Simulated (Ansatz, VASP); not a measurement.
## Cu2O in VASP and in Ansatz

```
Cu O
1.0
     4.26000    0.00000    0.00000
     0.00000    4.26000    0.00000
     0.00000    0.00000    4.26000
Cu O
4 2
Direct
  0.25000 0.25000 0.25000
  0.25000 0.75000 0.75000
  0.75000 0.75000 0.25000
  0.75000 0.25000 0.75000
  0.00000 0.00000 0.00000
  0.50000 0.50000 0.50000
```

Alike in both runs: task relaxation of cell and atoms; functional PBEsol; k mesh 6 × 6 × 6; no spin polarisation.

|  | VASP | Ansatz |
| --- | --- | --- |
| version | VASP 6.6.1 | Ansatz 0.2.0 |
| potentials or method | VASP PAW PBE potentials, release 64 (Cu, O) | plane waves, PAW |
| plane-wave cutoff (eV) | 600 | 420 |
| occupations | gaussian, width 0.01 eV | fixed |
| valence electrons in the cell | 56 | 88 |

|  | VASP | Ansatz | Ansatz less VASP |
| --- | --- | --- | --- |
| relaxed volume (Å³/atom) | 12.62 | 12.55 | -0.076 |
| relaxed cell length with the largest relative difference (Å) | 4.231 | 4.223 | -0.0085 |

VASP's potentials were made for PBE, not for PBEsol. VASP's potentials hold 56 valence electrons a cell and Ansatz's 88, so a difference there can come from the potentials and not from the codes.
